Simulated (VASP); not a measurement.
Input of a VASP 6.6.1 run:

INCAR

```
ALGO     = Normal         # electronic algorithm
EDIFF    = 1E-6           # SCF threshold, eV
ENCUT    = 600            # plane-wave cutoff, eV
GGA      = PE             # functional
GGA_COMPAT= F            
ISIF     = 2              # what is computed and relaxed
ISMEAR   = 0              # smearing method
LASPH    = T              # aspherical terms in the spheres
LCHARG   = F              # write CHGCAR
LREAL    = F              # projectors in reciprocal space
LWAVE    = F              # write WAVECAR
NBANDS   = 11             # bands
NELM     = 120            # most SCF steps
PREC     = Accurate       # precision mode
SIGMA    = 0.02           # smearing width, eV
```

KPOINTS

```
k-points
0
Gamma
  16 16 16
```

The input POSCAR:

```
SiC
1.0
    0.0000000000      1.8016126853      1.8016126853
    1.8016126853      0.0000000000      1.8016126853
    1.8016126853      1.8016126853      0.0000000000
C Si
1 1
Direct
    0.0000000000      0.0000000000      0.0000000000
    0.5000000000      0.5000000000      0.5000000000
```

Potentials or basis: VASP PAW PBE potentials, release 64 (C, Si).

Launch:

```console
$ cat potpaw_PBE.64/C/POTCAR potpaw_PBE.64/Si/POTCAR > POTCAR
$ mpirun -np 1 vasp_std > vasp.out
```

(1) Predict the pressure.

(2) What does it give for the band gap on the k mesh?

Answers

(1) 186.8 GPa.

(2) 0.64 eV, indirect (least direct gap 6.49 eV).
